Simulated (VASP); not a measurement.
# CoSi2 (I4/mmm) in VASP: notebook, part 2 of 2

VASP 6.6.1. The steps go on from the part before.

### 4 Single point, PBEsol (biaxial strain in the a-b plane: +4.5 %, then relaxed in part)

INCAR

```
SYSTEM = CoSi2
ALGO = Normal
EDIFF = 1E-6
ENCUT = 520
GGA = PS
ISIF = 2
ISMEAR = 0
LASPH = .TRUE.
LCHARG = .FALSE.
LREAL = .FALSE.
LWAVE = .FALSE.
NBANDS = 26
NELM = 60
PREC = Accurate
SIGMA = 0.1
```

KPOINTS

```
k-points
0
G
  10 10 8
  0 0 0
```

POSCAR

```
CoSi2
1.0
    2.7757853894      2.7757853894      0.0000000000
   -2.7757853894      2.7757853894      0.0000000000
    0.0000000000      0.0000000000      5.0760543719
Co Si
2 4
Direct
    0.0000000000      0.0000000000      0.0000000000
    0.5000000000      0.5000000000      0.5000000000
    0.0000000000      0.5000000000      0.7500000000
    0.5000000000      0.0000000000      0.7500000000
    0.5000000000      0.0000000000      0.2500000000
    0.0000000000      0.5000000000      0.2500000000
```

Potentials or basis: VASP PAW PBE potentials, release 64 (Co, Si).

Launch:

```bash
$ cat potpaw_PBE.64/Co/POTCAR potpaw_PBE.64/Si/POTCAR > POTCAR
$ mpirun -np 1 vasp_std > vasp.out
```

OUTCAR:

```text
SYSTEM = CoSi2
   EDIFF = 1E-6
   ENCUT = 520
   GGA = PS
   ISIF = 2
   ISMEAR = 0
   LASPH = .TRUE.
   LREAL = .FALSE.
   NELM = 60
   PREC = Accurate

 ion  position               nearest neighbor table
   1  0.000  0.000  0.000-   3 2.34   4 2.34   5 2.34   6 2.34   3 2.34   6 2.34   4 2.34   5 2.34

   2  0.500  0.500  0.500-   3 2.34   4 2.34   5 2.34   6 2.34   4 2.34   5 2.34   3 2.34   6 2.34

   3  0.000  0.500  0.750-   1 2.34   2 2.34   1 2.34   2 2.34   6 2.54   6 2.54   4 2.78   4 2.78
                             4 2.78   4 2.78
   4  0.500  0.000  0.750-   1 2.34   2 2.34   2 2.34   1 2.34   5 2.54   5 2.54   3 2.78   3 2.78
                             3 2.78   3 2.78
   5  0.500  0.000  0.250-   1 2.34   2 2.34   2 2.34   1 2.34   4 2.54   4 2.54   6 2.78   6 2.78
                             6 2.78   6 2.78
   6  0.000  0.500  0.250-   1 2.34   2 2.34   1 2.34   2 2.34   3 2.54   3 2.54   5 2.78   5 2.78
                             5 2.78   5 2.78

  LATTYP: Found a simple tetragonal cell.
 ALAT       =     3.9255533439
 C/A-ratio  =     1.2930799628

  Lattice vectors:

 A1 = (   2.7757853894,   2.7757853894,   0.0000000000)
 A2 = (  -2.7757853894,   2.7757853894,   0.0000000000)
 A3 = (   0.0000000000,   0.0000000000,   5.0760543719)

Analysis of symmetry for initial positions (statically):
=====================================================================
 Subroutine PRICEL returns following result:

  LATTYP: Found a body centered tetragonal cell.
 ALAT       =     3.9255533439
 C/A-ratio  =     1.2930799628

  Lattice vectors:

 A1 = (   0.0000000000,  -2.7757853894,  -2.5380271860)
 A2 = (   0.0000000000,   2.7757853894,  -2.5380271859)
 A3 = (   2.7757853894,   0.0000000000,   2.5380271860)

   2 primitive cells build up your supercell.

 Routine SETGRP: Setting up the symmetry group for a
 simple tetragonal supercell.

 Subroutine GETGRP returns: Found 16 space group operations
 (whereof 16 operations were pure point group operations)
 out of a pool of 16 trial point group operations.

The static configuration has the point symmetry D_4h.

Analysis of symmetry for dynamics (positions and initial velocities):
=====================================================================
 Subroutine PRICEL returns following result:

  LATTYP: Found a body centered tetragonal cell.
 ALAT       =     3.9255533439
 C/A-ratio  =     1.2930799628

  Lattice vectors:

 A1 = (   0.0000000000,  -2.7757853894,  -2.5380271860)
 A2 = (   0.0000000000,   2.7757853894,  -2.5380271859)
 A3 = (   2.7757853894,   0.0000000000,   2.5380271860)

   2 primitive cells build up your supercell.

 Routine SETGRP: Setting up the symmetry group for a
 simple tetragonal supercell.

 Subroutine GETGRP returns: Found 16 space group operations
 (whereof 16 operations were pure point group operations)
 out of a pool of 16 trial point group operations.

The dynamic configuration has the point symmetry D_4h.

 Subroutine INISYM returns: Found 16 space group operations
 (whereof 16 operations are pure point group operations),
 and found     2 'primitive' translations

----------------------------------------------------------------------------------------

                                     Primitive cell

[... 35 lines left out ...]

  Length of vectors
     0.025474116  0.025474116  0.024625426

  Shift w.r.t. Gamma in fractional coordinates (k-lattice)
     0.000000000  0.000000000  0.000000000

 Subroutine IBZKPT returns following result:
 ===========================================

 Found    105 irreducible k-points:

 Following reciprocal coordinates:
            Coordinates               Weight
  0.000000  0.000000  0.000000      1.000000
  0.100000  0.000000  0.000000      4.000000
  0.200000  0.000000  0.000000      4.000000
  0.300000  0.000000  0.000000      4.000000
  0.400000  0.000000  0.000000      4.000000
  0.500000  0.000000  0.000000      2.000000
[... 16 lines left out ...]
  0.100000  0.000000  0.125000      8.000000
  0.200000  0.000000  0.125000      8.000000
 [... further k-points ...]
   k-points           NKPTS =    105   k-points in BZ     NKDIM =    105   number of bands    NBANDS=     26
   number of dos      NEDOS =    301   number of ions     NIONS =      6
   total plane-waves  NPLWV =  36000
   dimension x,y,z NGX =    30 NGY =   30 NGZ =   40
   dimension x,y,z NGXF=    60 NGYF=   60 NGZF=   80
   ions per type =               2   4
   NGX,Y,Z   is equivalent  to a cutoff of  12.70, 12.70, 13.10 a.u.
   NGXF,Y,Z  is equivalent  to a cutoff of  25.41, 25.41, 26.20 a.u.
 SYSTEM =  CoSi2
   PREC   = accura    normal or accurate (medium, high low for compatibility)
   ISTART =      0    job   : 0-new  1-cont  2-samecut
   ICHARG =      2    charge: 1-file 2-atom 10-const
   ISPIN  =      1    spin polarized calculation?
   LNONCOLLINEAR =      F non collinear calculations
   LSORBIT =      F    spin-orbit coupling
   LASPH  =      T    aspherical Exc in radial PAW
   ENCUT  =  520.0 eV  38.22 Ry    6.18 a.u.   7.30  7.30  9.44*2*pi/ulx,y,z
   NELM   =     60;   NELMIN=  2; NELMDL= -5     # of ELM steps
   EDIFF  = 0.1E-05   stopping-criterion for ELM
   LREAL  =      F    real-space projection
   EDIFFG = 0.1E-04   stopping-criterion for IOM
   NSW    =      0    number of steps for IOM
   IBRION =     -1    ionic relax: 0-MD 1-quasi-New 2-CG
   NFREE  =      0    steps in history (QN), initial steepest desc. (CG)
   ISIF   =      2    stress and relaxation
   ISYM   =      2    0-nonsym 1-usesym 2-fastsym
   POTIM  = 0.5000    time-step for ionic-motion
   TEBEG  =    0.0;   TEEND  =   0.0 temperature during run
   PSTRESS=    0.0 pullay stress
   NELECT =      34.0000    total number of electrons
   NUPDOWN=      -1.0000    fix difference up-down
   EMIN   =  10.00;   EMAX   =-10.00  energy-range for DOS
[... 5 lines left out ...]
     AMIX     =   0.40;   BMIX     =  1.00
     AMIX_MAG =   1.60;   BMIX_MAG =  1.00
  volume/ion in A,a.u.               =      13.04        87.98
  Fermi-wavevector in a.u.,A,eV,Ry     =   1.240105  2.343459 20.923861  1.537860
  Thomas-Fermi vector in A             =   2.374560
   LORBIT       =      0    0 simple, 1 ext, 2 COOP (PROOUT), +10 PAW based schemes
   GGA     = PS    functional components
   LHFCALC =     F    Hartree Fock is set to
   AEXX    =    0.0000 exact exchange contribution
   IVDW    =     0    specifies the selected vdW correction
   LEPSILON=     F    determine dielectric tensor
   LRPA    =     F    only Hartree local field effects (RPA)
 non-spin polarized calculation
 Gauss-broadening in eV      SIGMA  =   0.10
  energy-cutoff  :      520.00
  volume of cell :       78.22
 maximum number of plane-waves:      2130
 NGX is ok and might be reduce to    30
   NGX = 15   NGY = 15   NGZ = 19

 number of electron      33.9999994 magnetization

 Free energy of the ion-electron system (eV)
  ---------------------------------------------------
  ext. energy  EPLUGINS =         0.00000000
  ---------------------------------------------------
  free energy    TOTEN  =       -41.75106828 eV

  energy without entropy =      -41.74002704  energy(sigma->0) =      -41.74554766

 E-fermi :   9.7279     XC(G=0): -11.7747

 val. band max:        9.7187530210   @ k =   0.3000   0.3000   0.2500
 cond. band min:       9.7576046626   @ k =   0.4000   0.0000   0.2500
 fundamental gap:      0.0388516415
 Fermi energy:         9.7279159119

 k-point     1 :       0.0000    0.0000    0.0000
  band No.  band energies     occupation
      1      -3.2597      2.00000
      2       1.7005      2.00000
      3       2.6352      2.00000
      4       2.6927      2.00000
      5       5.4762      2.00000
      6       5.8000      2.00000
[... 685 lines left out ...]
     25      15.0807      0.00000
     26      16.0126      0.00000

 [... further k-points ...]
[... 5 lines left out ...]
  --------------------------------------------------------------------------------------
  -------------------------------------------------------------------------------------
  Total       -5.0385251     -5.0385251      0.0497775      0.0000000      0.0000000      0.0000000
  in kB     -103.2014915   -103.2014915      1.0195664      0.0000000      0.0000000      0.0000000
  external PRESSURE =     -68.4611389 kB  Pullay stress =       0.0000000 kB

 VOLUME and BASIS-vectors are now :
 -----------------------------------------------------------------------------
  energy-cutoff  :      520.00
  volume of cell :       78.22
      direct lattice vectors                 reciprocal lattice vectors
     2.775785389  2.775785389  0.000000000     0.180129199  0.180129199  0.000000000
    -2.775785389  2.775785389  0.000000000    -0.180129199  0.180129199  0.000000000
     0.000000000  0.000000000  5.076054372     0.000000000  0.000000000  0.197003406

 POSITION                                       TOTAL-FORCE (eV/Angst)
 -----------------------------------------------------------------------------------
      0.00000      0.00000      0.00000        -0.000000      0.000000      0.000000
      0.00000      2.77579      2.53803        -0.000000      0.000000      0.000000
     -1.38789      1.38789      3.80704         0.000000     -0.000000      0.000000
      1.38789      1.38789      3.80704         0.000000     -0.000000      0.000000
      1.38789      1.38789      1.26901         0.000000     -0.000000     -0.000000
     -1.38789      1.38789      1.26901         0.000000     -0.000000      0.000000
 -----------------------------------------------------------------------------------
    total drift:                               -0.000000      0.000000      0.000000

  FREE ENERGIE OF THE ION-ELECTRON SYSTEM (eV)
  ---------------------------------------------------
  free  energy   TOTEN  =       -41.7510682757 eV

  energy  without entropy=      -41.7400270377  energy(sigma->0) =      -41.74554766
```

OSZICAR:

```text
N       E                     dE             d eps       ncg     rms          rms(c)
DAV:   1     0.185289378979E+03    0.18529E+03   -0.13998E+04  5460   0.131E+03
DAV:   2    -0.311464168126E+02   -0.21644E+03   -0.20279E+03  5486   0.285E+02
DAV:   3    -0.446798548948E+02   -0.13533E+02   -0.12952E+02  6930   0.830E+01
DAV:   4    -0.451027800966E+02   -0.42293E+00   -0.42063E+00  6812   0.140E+01
DAV:   5    -0.451187728676E+02   -0.15993E-01   -0.15977E-01  7582   0.275E+00    0.213E+01
DAV:   6    -0.540320313071E+02   -0.89133E+01   -0.68727E+01  6656   0.138E+02    0.283E+01
DAV:   7    -0.416465676267E+02    0.12385E+02   -0.30870E+01  6608   0.110E+02    0.552E+00
DAV:   8    -0.418911487753E+02   -0.24458E+00   -0.42774E+00  7120   0.120E+01    0.364E+00
DAV:   9    -0.417557623670E+02    0.13539E+00   -0.37441E-01  6570   0.962E+00    0.951E-01
DAV:  10    -0.417519577276E+02    0.38046E-02   -0.27873E-02  8100   0.181E+00    0.365E-01
DAV:  11    -0.417510754350E+02    0.88229E-03   -0.46555E-03  7416   0.105E+00    0.102E-01
DAV:  12    -0.417510749702E+02    0.46484E-06   -0.31776E-04  7380   0.231E-01    0.498E-02
DAV:  13    -0.417510674976E+02    0.74726E-05   -0.46588E-05  7926   0.880E-02    0.114E-02
DAV:  14    -0.417510686340E+02   -0.11364E-05   -0.14168E-06  4278   0.173E-02    0.805E-03
DAV:  15    -0.417510682757E+02    0.35824E-06   -0.15368E-06  3298   0.219E-02
   1 F= -.41751068E+02 E0= -.41745548E+02  d E =-.110412E-01
```

It took 6.1 min on 1 thread of AMD EPYC 7R13, shared host; peak memory 0.27 GiB.

What came out:

```yaml
Free_energy: -41.7511 eV
Pressure: -6.8 GPa
Band_gap_on_the_k_mesh: zero (band 17 reaches 11.09 eV, above the bottom of band 18 at 8.53 eV)
```

Caveat: the cell differs from its parent crystal (biaxial strain in the a-b plane: +4.5 %, then relaxed in part); the PAW data sets were made with another functional, which shifts forces and pressure a little. Spin polarisation is off, so any magnetic state and its effect on volume and gap are missing.

### 5 Single point, PBEsol (biaxial strain in the a-b plane: +4.5 %)

INCAR

```
SYSTEM = CoSi2
PREC     = Accurate       ! precision mode
ENCUT    = 520            ! plane-wave cutoff, eV
EDIFF    = 1E-6           ! SCF threshold, eV
ISMEAR   = 0              ! smearing method
SIGMA    = 0.1            ! smearing width, eV
LREAL    = .FALSE.        ! projectors in reciprocal space
LASPH    = .TRUE.         ! aspherical terms in the spheres
NELM     = 100            ! most SCF steps
ALGO     = Normal         ! electronic algorithm
ISIF     = 2              ! what is computed and relaxed
LWAVE    = .FALSE.        ! write WAVECAR
LCHARG   = .FALSE.        ! write CHGCAR
GGA      = PS             ! functional
NBANDS   = 26             ! bands
```

KPOINTS

```
Automatic mesh
0
G
  10 10 8
  0 0 0
```

Changes to POSCAR since step 4:

```diff
@@ -4,3 +4,3 @@
    -2.7757853894      2.7757853894      0.0000000000
-    0.0000000000      0.0000000000      5.0760543719
+    0.0000000000      0.0000000000      5.1690702084
 Co Si
```

Potentials or basis: VASP PAW PBE potentials, release 64 (Co, Si).

Launch:

```bash
$ cat potpaw_PBE.64/Co/POTCAR potpaw_PBE.64/Si/POTCAR > POTCAR
$ mpirun -np 1 vasp_std > vasp.out
```

OUTCAR:

```text
SYSTEM = CoSi2
   PREC = Accurate
   ENCUT = 520
   EDIFF = 1E-6
   ISMEAR = 0
   LREAL = .FALSE.
   LASPH = .TRUE.
   NELM = 100
   ISIF = 2
   GGA = PS

 ion  position               nearest neighbor table
   1  0.000  0.000  0.000-   3 2.35   4 2.35   5 2.35   6 2.35   3 2.35   6 2.35   4 2.35   5 2.35

   2  0.500  0.500  0.500-   3 2.35   4 2.35   5 2.35   6 2.35   4 2.35   5 2.35   3 2.35   6 2.35

   3  0.000  0.500  0.750-   1 2.35   2 2.35   1 2.35   2 2.35   6 2.58   6 2.58   4 2.78   4 2.78
                             4 2.78   4 2.78
   4  0.500  0.000  0.750-   1 2.35   2 2.35   2 2.35   1 2.35   5 2.58   5 2.58   3 2.78   3 2.78
                             3 2.78   3 2.78
   5  0.500  0.000  0.250-   1 2.35   2 2.35   2 2.35   1 2.35   4 2.58   4 2.58   6 2.78   6 2.78
                             6 2.78   6 2.78
   6  0.000  0.500  0.250-   1 2.35   2 2.35   1 2.35   2 2.35   3 2.58   3 2.58   5 2.78   5 2.78
                             5 2.78   5 2.78

  LATTYP: Found a simple tetragonal cell.
 ALAT       =     3.9255533439
 C/A-ratio  =     1.3167749246

  Lattice vectors:

 A1 = (   2.7757853894,   2.7757853894,   0.0000000000)
 A2 = (  -2.7757853894,   2.7757853894,   0.0000000000)
[... 205 lines left out ...]
 fundamental gap:      0.0103175888
 Fermi energy:         9.4895300769

 k-point     1 :       0.0000    0.0000    0.0000
  band No.  band energies     occupation
      1      -3.3477      2.00000
      2       1.3283      2.00000
      3       2.5538      2.00000
      4       2.6012      2.00000
      5       5.3711      2.00000
      6       5.6935      2.00000
[... 685 lines left out ...]
     25      14.8380      0.00000
     26      15.6790      0.00000

 [... further k-points ...]

------------------------ aborting loop because EDIFF is reached ----------------------------------------

  FORCE on cell =-STRESS in cart. coord.  units (eV):
  Direction    XX          YY          ZZ          XY          YZ          ZX
  --------------------------------------------------------------------------------------
  -------------------------------------------------------------------------------------
  Total       -6.2127945     -6.2127945     -2.5130993      0.0000000      0.0000000     -0.0000000
  in kB     -124.9635554   -124.9635554    -50.5482388      0.0000000      0.0000000     -0.0000000
  external PRESSURE =    -100.1584499 kB  Pullay stress =       0.0000000 kB

 VOLUME and BASIS-vectors are now :
 -----------------------------------------------------------------------------
  energy-cutoff  :      520.00
  volume of cell :       79.66
      direct lattice vectors                 reciprocal lattice vectors
     2.775785389  2.775785389  0.000000000     0.180129199  0.180129199  0.000000000
    -2.775785389  2.775785389  0.000000000    -0.180129199  0.180129199  0.000000000
     0.000000000  0.000000000  5.169070208     0.000000000  0.000000000  0.193458390

 POSITION                                       TOTAL-FORCE (eV/Angst)
 -----------------------------------------------------------------------------------
      0.00000      0.00000      0.00000        -0.000000      0.000000      0.000000
      0.00000      2.77579      2.58454         0.000000      0.000000      0.000000
     -1.38789      1.38789      3.87680        -0.000000     -0.000000     -0.000000
      1.38789      1.38789      3.87680        -0.000000      0.000000      0.000000
      1.38789      1.38789      1.29227        -0.000000     -0.000000     -0.000000
     -1.38789      1.38789      1.29227         0.000000     -0.000000      0.000000
 -----------------------------------------------------------------------------------
    total drift:                               -0.000000      0.000000      0.000000

  FREE ENERGIE OF THE ION-ELECTRON SYSTEM (eV)
  ---------------------------------------------------
  free  energy   TOTEN  =       -41.7291889024 eV

  energy  without entropy=      -41.7174982853  energy(sigma->0) =      -41.72334359
```

stdout:

```text
POSCAR found type information on POSCAR CoSi
 POSCAR found :  2 types and       6 ions
 scaLAPACK will be used
 -----------------------------------------------------------------------------
|                                                                             |
|                                                                             |
|     You enforced a specific xc type in the INCAR file but a different       |
|     I HOPE YOU KNOW WHAT YOU ARE DOING!                                     |
|                                                                             |
 -----------------------------------------------------------------------------

 LDA part: xc-table for (Slater+PW92), standard interpolation
 POSCAR, INCAR and KPOINTS ok, starting setup
 FFT: planning ... GRIDC
 FFT: planning ... GRID_SOFT
 FFT: planning ... GRID
 WAVECAR not read
 entering main loop
```

Run time: 5.1 min. Hardware: 1 thread of AMD EPYC 7R13, shared host; peak memory 0.27 GiB.

What came out:

```yaml
Free_energy: -41.7292 eV
Pressure: -10.0 GPa
Band_gap_on_the_k_mesh: zero (band 17 reaches 10.80 eV, above the bottom of band 18 at 8.31 eV)
```

Stress tensor (GPa, compression positive):
```
-12.50   0.00   0.00
  0.00 -12.50   0.00
  0.00   0.00  -5.05
```

Caveat: the cell differs from its parent crystal (biaxial strain in the a-b plane: +4.5 %); the PAW data sets were made with another functional, which shifts forces and pressure a little. Spin polarisation is off, so any magnetic state and its effect on volume and gap are missing.

### 6 Summary

```csv
cell,gap on the mesh (eV),pressure (GPa)
"a = 3.869, b = 3.869, c = 5.144 Å, 6 atoms",none,-4.6
"a = 3.869, b = 3.869, c = 5.217 Å, 6 atoms",none,-7.1
"a = 3.926, b = 3.926, c = 5.076 Å, 6 atoms",none,-6.8
"a = 3.926, b = 3.926, c = 5.169 Å, 6 atoms",none,-10.0
```

Alike in all rows: task single point; level PBEsol; potentials or basis VASP PAW PBE potentials, release 64 (Co, Si); no spin polarisation; k mesh 10 × 10 × 8; cutoff (eV) 520; smearing gaussian 0.1 eV.

Caveats: the PAW data sets were made with another functional, which shifts forces and pressure a little.

Absolute energies hang on the potentials; compare differences alone.
